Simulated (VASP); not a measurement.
# LuAl4Pt (P6/mmm) in VASP: further runs

Runs on LuAl4Pt. Level: PBE. Tasks: single point, relaxation of cell and atoms.

All numbers are computed with VASP 6.6.1; they aren't measurements. Logs are shortened: lines on timing, memory, paths and dates and some standing lists are left out, and cuts for length are marked.

### 1 The cell of the first run

It takes space group P6/mmm (No. 191, hexagonal). The conventional cell has a = 4.375 Å, b = 4.375 Å, c = 6.337 Å, α = 90.00°, β = 90.00°, γ = 120.00°. Within 4.0 Å of Lu (site symmetry 6/mmm) lie 12 Al at 3.07 Å and 2 Pt at 3.17 Å. Within 3.3 Å of Al (site symmetry 3m) lie 4 Al at 2.53 to 2.84 Å and 3 Pt at 2.90 Å and 3 Lu at 3.07 Å. Pt (site symmetry 6/mmm) has 12 Al at 2.90 Å and 2 Lu at 3.17 Å within 3.8 Å.

The cell was generated, and may not be a known phase.

### 2 Single point, PBE

The input, INCAR:

```
PREC = Accurate ; ENCUT = 520
EDIFF = 1E-6 ; ISMEAR = 0
SIGMA = 0.1 ; LREAL = False
LASPH = True ; NELM = 80
ALGO = Fast ; ISIF = 2
LWAVE = False ; LCHARG = False
GGA = PE ; NBANDS = 32
```

The input, KPOINTS:

```
Automatic mesh
0
Gamma
  12 12 6
```

The input, POSCAR:

```
LuAl4Pt
1.0
    4.3747771128      0.0000000000      0.0000000000
   -2.1873885564      3.7886681156      0.0000000000
    0.0000000000      0.0000000000      6.3366817788
Lu Al Pt
1 4 1
Direct
    0.0000000000      0.0000000000      0.0000000000
    0.3333333333      0.6666666667      0.7237827081
    0.3333333333      0.6666666667      0.2762172919
    0.6666666667      0.3333333333      0.7237827081
    0.6666666667      0.3333333333      0.2762172919
    0.0000000000      0.0000000000      0.5000000000
```

Potentials or basis: VASP PAW PBE potentials, release 64 (Lu, Al, Pt).

On the command line:

```bash
cat potpaw_PBE.64/Lu/POTCAR potpaw_PBE.64/Al/POTCAR potpaw_PBE.64/Pt/POTCAR > POTCAR
mpirun -np 1 vasp_std > vasp.out
```

OUTCAR:

```text
PREC = Accurate
   ENCUT = 520
   EDIFF = 1E-6
   ISMEAR = 0
   LREAL = False
   LASPH = True
   NELM = 80
   ISIF = 2
   GGA = PE

 ion  position               nearest neighbor table
   1  0.000  0.000  0.000-   2 3.07   3 3.07   4 3.07   5 3.07   4 3.07   5 3.07   2 3.07   3 3.07
                             4 3.07   5 3.07   2 3.07   3 3.07   6 3.17   6 3.17
   2  0.333  0.667  0.724-   4 2.53   4 2.53   4 2.53   3 2.84   6 2.90   6 2.90   6 2.90   1 3.07
                             1 3.07   1 3.07
   3  0.333  0.667  0.276-   5 2.53   5 2.53   5 2.53   2 2.84   6 2.90   6 2.90   6 2.90   1 3.07
                             1 3.07   1 3.07
   4  0.667  0.333  0.724-   2 2.53   2 2.53   2 2.53   5 2.84   6 2.90   6 2.90   6 2.90   1 3.07
                             1 3.07   1 3.07
   5  0.667  0.333  0.276-   3 2.53   3 2.53   3 2.53   4 2.84   6 2.90   6 2.90   6 2.90   1 3.07
                             1 3.07   1 3.07
   6  0.000  0.000  0.500-   2 2.90   3 2.90   4 2.90   5 2.90   4 2.90   5 2.90   2 2.90   3 2.90
                             4 2.90   5 2.90   2 2.90   3 2.90   1 3.17   1 3.17

  LATTYP: Found a hexagonal cell.
 ALAT       =     4.3747771128
 C/A-ratio  =     1.4484581992

  Lattice vectors:

 A1 = (   4.3747771128,   0.0000000000,   0.0000000000)
 A2 = (  -2.1873885564,   3.7886681156,   0.0000000000)
 A3 = (   0.0000000000,   0.0000000000,   6.3366817788)

Analysis of symmetry for initial positions (statically):
=====================================================================
 Subroutine PRICEL returns:
 Original cell was already a primitive cell.

 Routine SETGRP: Setting up the symmetry group for a
 hexagonal supercell.

 Subroutine GETGRP returns: Found 24 space group operations
 (whereof 24 operations were pure point group operations)
 out of a pool of 24 trial point group operations.

The static configuration has the point symmetry D_6h.

Analysis of symmetry for dynamics (positions and initial velocities):
=====================================================================
 Subroutine PRICEL returns:
 Original cell was already a primitive cell.

 Routine SETGRP: Setting up the symmetry group for a
 hexagonal supercell.

 Subroutine GETGRP returns: Found 24 space group operations
 (whereof 24 operations were pure point group operations)
 out of a pool of 24 trial point group operations.

The dynamic configuration has the point symmetry D_6h.

 Subroutine INISYM returns: Found 24 space group operations
 (whereof 24 operations are pure point group operations),
 and found     1 'primitive' translations

----------------------------------------------------------------------------------------

                                     Primitive cell

  volume of cell :     105.0278

  direct lattice vectors                    reciprocal lattice vectors
     4.374777113  0.000000000  0.000000000     0.228583074  0.131972499  0.000000000
    -2.187388556  3.788668116  0.000000000     0.000000000  0.263944998  0.000000000
     0.000000000  0.000000000  6.336681779     0.000000000  0.000000000  0.157811302

  length of vectors
     4.374777113  4.374777113  6.336681779     0.263944998  0.263944998  0.157811302

  position of ions in fractional coordinates (direct lattice)
     0.000000000  0.000000000  0.000000000
     0.333333333  0.666666667  0.723782708
     0.333333333  0.666666667  0.276217292
     0.666666667  0.333333333  0.723782708
     0.666666667  0.333333333  0.276217292
     0.000000000  0.000000000  0.500000000

  ion indices of the primitive-cell ions
   primitive index   ion index
                 1           1
                 2           2
                 3           3
                 4           4
                 5           5
                 6           6

----------------------------------------------------------------------------------------

 KPOINTS: Automatic mesh

Automatic generation of k-mesh.
 Grid dimensions read from file:
 generate k-points for:   12   12    6

 Generating k-lattice:

  Cartesian coordinates                     Fractional coordinates (reciprocal lattice)
     0.019048589  0.010997708  0.000000000     0.083333333  0.000000000  0.000000000
     0.000000000  0.021995417  0.000000000     0.000000000  0.083333333  0.000000000
     0.000000000  0.000000000  0.026301884     0.000000000  0.000000000  0.166666667

  Length of vectors
     0.021995417  0.021995417  0.026301884

  Shift w.r.t. Gamma in fractional coordinates (k-lattice)
     0.000000000  0.000000000  0.000000000

 Subroutine IBZKPT returns following result:
 ===========================================

 Found     76 irreducible k-points:

 Following reciprocal coordinates:
            Coordinates               Weight
  0.000000  0.000000  0.000000      1.000000
  0.083333  0.000000  0.000000      6.000000
  0.166667  0.000000  0.000000      6.000000
  0.250000  0.000000  0.000000      6.000000
  0.333333  0.000000  0.000000      6.000000
  0.416667  0.000000  0.000000      6.000000
[... 16 lines left out ...]
  0.250000  0.000000  0.166667     12.000000
  0.333333  0.000000  0.166667     12.000000
 [... further k-points ...]
   k-points           NKPTS =     76   k-points in BZ     NKDIM =     76   number of bands    NBANDS=     32
   number of dos      NEDOS =    301   number of ions     NIONS =      6
   total plane-waves  NPLWV =  62208
   dimension x,y,z NGX =    36 NGY =   36 NGZ =   48
   dimension x,y,z NGXF=    72 NGYF=   72 NGZF=   96
   ions per type =               1   4   1
   NGX,Y,Z   is equivalent  to a cutoff of  13.68, 13.68, 12.59 a.u.
   NGXF,Y,Z  is equivalent  to a cutoff of  27.36, 27.36, 25.19 a.u.
 SYSTEM =  unknown system
   PREC   = accura    normal or accurate (medium, high low for compatibility)
   ISTART =      0    job   : 0-new  1-cont  2-samecut
   ICHARG =      2    charge: 1-file 2-atom 10-const
   ISPIN  =      1    spin polarized calculation?
   LNONCOLLINEAR =      F non collinear calculations
   LSORBIT =      F    spin-orbit coupling
   LASPH  =      T    aspherical Exc in radial PAW
   ENCUT  =  520.0 eV  38.22 Ry    6.18 a.u.   8.13  8.13 11.78*2*pi/ulx,y,z
   NELM   =     80;   NELMIN=  2; NELMDL= -5     # of ELM steps
   EDIFF  = 0.1E-05   stopping-criterion for ELM
   LREAL  =      F    real-space projection
   EDIFFG = 0.1E-04   stopping-criterion for IOM
   NSW    =      0    number of steps for IOM
   IBRION =     -1    ionic relax: 0-MD 1-quasi-New 2-CG
   NFREE  =      0    steps in history (QN), initial steepest desc. (CG)
   ISIF   =      2    stress and relaxation
   ISYM   =      2    0-nonsym 1-usesym 2-fastsym
   POTIM  = 0.5000    time-step for ionic-motion
   TEBEG  =    0.0;   TEEND  =   0.0 temperature during run
   PSTRESS=    0.0 pullay stress
   NELECT =      47.0000    total number of electrons
   NUPDOWN=      -1.0000    fix difference up-down
   EMIN   =  10.00;   EMAX   =-10.00  energy-range for DOS
   EFERMI =   0.00;   METHOD = LEGACY
   ISMEAR =     0;   SIGMA  =   0.10  broadening in eV -4-tet -1-fermi 0-gaus
   EFERMI_NEDOS =   21; number of points for ismear=-14 and -15
   IALGO  =     68    algorithm
   IMIX   =      4    mixing-type and parameters
     AMIX     =   0.40;   BMIX     =  1.00
     AMIX_MAG =   1.60;   BMIX_MAG =  1.00
  volume/ion in A,a.u.               =      17.50       118.13
  Fermi-wavevector in a.u.,A,eV,Ry     =   1.252197  2.366309 21.333898  1.567997
  Thomas-Fermi vector in A             =   2.386109
   LORBIT       =      0    0 simple, 1 ext, 2 COOP (PROOUT), +10 PAW based schemes
   GGA     = PE    functional components
   LHFCALC =     F    Hartree Fock is set to
   AEXX    =    0.0000 exact exchange contribution
   IVDW    =     0    specifies the selected vdW correction
   LEPSILON=     F    determine dielectric tensor
   LRPA    =     F    only Hartree local field effects (RPA)
 non-spin polarized calculation
 RMM-DIIS sequential band-by-band and
 Gauss-broadening in eV      SIGMA  =   0.10
  energy-cutoff  :      520.00
  volume of cell :      105.03
 maximum number of plane-waves:      2852
 NGX is ok and might be reduce to    36
   NGX = 17   NGY = 17   NGZ = 23

 number of electron      47.0000007 magnetization

 Free energy of the ion-electron system (eV)
  ---------------------------------------------------
  ext. energy  EPLUGINS =         0.00000000
  ---------------------------------------------------
  free energy    TOTEN  =       -28.23807060 eV

  energy without entropy =      -28.22760015  energy(sigma->0) =      -28.23283537

 E-fermi :   7.3781     XC(G=0): -10.9828

 val. band max:        7.3331826743   @ k =   0.0000   0.0000   0.0000
 cond. band min:       7.4009435101   @ k =   0.0000   0.0000   0.1667
 fundamental gap:      0.0677608358
 Fermi energy:         7.3781017400

 k-point     1 :       0.0000    0.0000    0.0000
  band No.  band energies     occupation
      1     -48.7322      2.00000
      2     -19.4261      2.00000
      3     -19.4244      2.00000
      4     -19.4244      2.00000
      5      -3.1524      2.00000
      6       0.5051      2.00000
[... 24 lines left out ...]
     31      11.0730      0.00000
     32      11.2168      0.00000

 k-point     2 :       0.0833    0.0000    0.0000
  band No.  band energies     occupation
      1     -48.7321      2.00000
      2     -19.4270      2.00000
      3     -19.4257      2.00000
      4     -19.4250      2.00000
      5      -3.0718      2.00000
      6       0.5215      2.00000
[... 24 lines left out ...]
     31      11.2360      0.00000
     32      11.4403      0.00000
[... 733 lines left out ...]
     31      11.4568      0.00000
     32      12.2826      0.00000

 k-point    24 :       0.3333    0.0000    0.1667
  band No.  band energies     occupation
      1     -48.7317      2.00000
      2     -19.4541      2.00000
      3     -19.4317      2.00000
      4     -19.4219      2.00000
      5      -1.8254      2.00000
      6       0.4964      2.00000
[... 24 lines left out ...]
     31      11.9746      0.00000
     32      12.1428      0.00000

 [... further k-points ...]
[... 5 lines left out ...]
  --------------------------------------------------------------------------------------
  -------------------------------------------------------------------------------------
  Total        0.0230069      0.0230069      0.0398374      0.0000000      0.0000000     -0.0000000
  in kB        0.3509657      0.3509657      0.6077117      0.0000000      0.0000000     -0.0000000
  external PRESSURE =       0.4365477 kB  Pullay stress =       0.0000000 kB

 VOLUME and BASIS-vectors are now :
 -----------------------------------------------------------------------------
  energy-cutoff  :      520.00
  volume of cell :      105.03
      direct lattice vectors                 reciprocal lattice vectors
     4.374777113  0.000000000  0.000000000     0.228583074  0.131972499  0.000000000
    -2.187388556  3.788668116  0.000000000     0.000000000  0.263944998  0.000000000
     0.000000000  0.000000000  6.336681779     0.000000000  0.000000000  0.157811302

 POSITION                                       TOTAL-FORCE (eV/Angst)
 -----------------------------------------------------------------------------------
      0.00000      0.00000      0.00000         0.000000     -0.000000      0.000000
     -0.00000      2.52578      4.58638         0.000000      0.000000     -0.013763
     -0.00000      2.52578      1.75030         0.000000      0.000000      0.013763
      2.18739      1.26289      4.58638        -0.000000     -0.000000     -0.013763
      2.18739      1.26289      1.75030        -0.000000     -0.000000      0.013763
      0.00000      0.00000      3.16834         0.000000     -0.000000      0.000000
 -----------------------------------------------------------------------------------
    total drift:                                0.000000      0.000000      0.000000

  FREE ENERGIE OF THE ION-ELECTRON SYSTEM (eV)
  ---------------------------------------------------
  free  energy   TOTEN  =       -28.2380705961 eV

  energy  without entropy=      -28.2276001527  energy(sigma->0) =      -28.23283537
```

Wall time 3.7 min (1 thread of Intel Xeon 6975P-C (Granite Rapids), shared host); peak memory 0.45 GiB.

Results:

| Property | Result |
| --- | --- |
| Free energy | -28.2381 eV |
| Pressure | 0.0 GPa |
| Largest force | 0.014 eV/Å |
| Band gap on the k mesh | zero (an odd number of electrons rules out a gap without spin polarisation) |

Forces in eV/Å, atoms in the order of the input:
```
Lu   0.000  0.000  0.000
Al   0.000  0.000 -0.014
Al   0.000  0.000  0.014
Al   0.000  0.000 -0.014
Al   0.000  0.000  0.014
Pt   0.000  0.000  0.000
```

Caveat: spin-orbit coupling is left out, which moves the levels of the heavy elements.

### 3 Relaxation of cell and atoms, PBE

The input, INCAR:

```
ALGO     = Normal         # electronic algorithm
EDIFF    = 1E-6           # SCF threshold, eV
EDIFFG   = -0.04          # ionic threshold
ENCUT    = 600            # plane-wave cutoff, eV
GGA      = PE             # functional
IBRION   = 2              # ionic algorithm
ISIF     = 3              # what is computed and relaxed
ISMEAR   = 0              # smearing method
LASPH    = T              # aspherical terms in the spheres
LCHARG   = F              # write CHGCAR
LREAL    = F              # projectors in reciprocal space
LWAVE    = F              # write WAVECAR
NELM     = 80             # most SCF steps
NSW      = 90             # ionic steps
PREC     = Accurate       # precision mode
SIGMA    = 0.1            # smearing width, eV
```

The input, KPOINTS:

```
k-points
0
Gamma
  6 6 4
```

The input, POSCAR:

```
LuAl4Pt
1.0
    4.3484155065      0.0000000000      0.0000000000
   -2.1742077533      3.7658382949      0.0000000000
    0.0000000000      0.0000000000      6.4102949902
Lu Al Pt
1 4 1
Direct
    0.0000000000      0.0000000000      0.0000000000
    0.3333333333      0.6666666667      0.7191570904
    0.3333333333      0.6666666667      0.2808429096
    0.6666666667      0.3333333333      0.7191570904
    0.6666666667      0.3333333333      0.2808429096
    0.0000000000      0.0000000000      0.5000000000
```

Potentials or basis: VASP PAW PBE potentials, release 64 (Lu, Al, Pt).

On the command line:

```bash
cat potpaw_PBE.64/Lu/POTCAR potpaw_PBE.64/Al/POTCAR potpaw_PBE.64/Pt/POTCAR > POTCAR
mpirun -np 1 vasp_std > vasp.out
```

It took 3.1 min on 1 thread of Intel Xeon 6975P-C (Granite Rapids), shared host; peak memory 0.31 GiB.

It converged, with:

- Free energy: -28.2924 eV
- Energy gained by relaxing: 1.8 meV/atom
- Ionic steps: 7
- Pressure after relaxing: 0.0 GPa
- Largest force after relaxing: 0.009 eV/Å
- Band gap on the k mesh: zero (an odd number of electrons rules out a gap without spin polarisation)

Forces on the atoms (eV/Å):
```
Lu   0.000  0.000  0.000
Al   0.000  0.000  0.009
Al   0.000  0.000 -0.009
Al   0.000  0.000  0.009
Al   0.000  0.000 -0.009
Pt   0.000  0.000  0.000
```

Stress tensor (GPa, compression positive):
```
-0.03  0.00  0.00
 0.00 -0.03  0.00
 0.00  0.00  0.12
```

Step by step:
| step | energy change (eV) | largest force (eV/Å) | pressure (GPa) | volume (Å³) |
| --- | --- | --- | --- | --- |
| 1 | 0.0000 | 0.1134 | 0.44 | 104.97 |
| 2 | -0.0063 | 0.0907 | -0.44 | 105.71 |
| 3 | -0.0064 | 0.0868 | -0.55 | 105.82 |
| 4 | -0.0097 | 0.0650 | -0.12 | 105.18 |
| 5 | -0.0100 | 0.0517 | 0.19 | 104.81 |
| 6 | -0.0100 | 0.0543 | 0.16 | 104.88 |
| 7 | -0.0109 | 0.0089 | 0.02 | 104.97 |

Final structure:
```
Lu Al Pt
1.0
     4.37250    0.00000    0.00000
    -2.18625    3.78670    0.00000
     0.00000    0.00000    6.33952
Lu Al Pt
1 4 1
Cartesian
  0.0000 0.0000 6.3395
  0.0000 2.5245 4.5804
  0.0000 2.5245 1.7591
  2.1863 1.2622 4.5804
  2.1863 1.2622 1.7591
  0.0000 0.0000 3.1698
```

Levels at points of the mesh, in eV from the Fermi level:
```
           k point  band 21  band 22  band 23  band 24  band 25  band 26  band 27  band 28
(0.00, 0.00, 0.00)    -0.70     0.00     0.79     0.79     0.80     0.80     1.77     1.77
(0.50, 0.00, 0.00)    -2.79    -2.75    -1.78     0.16     1.01     1.92     2.68     3.17
(0.00, 0.00, 0.50)    -1.21    -0.67    -0.33    -0.33     0.33     1.27     1.27     1.86
(0.50, 0.00, 0.50)    -2.77    -1.31    -1.23     0.22     0.28     1.94     2.38     2.54
```

Caveat: spin-orbit coupling is left out, which moves the levels of the heavy elements.

The gap in the log of VASP goes by the Fermi energy; the results here count the filled bands.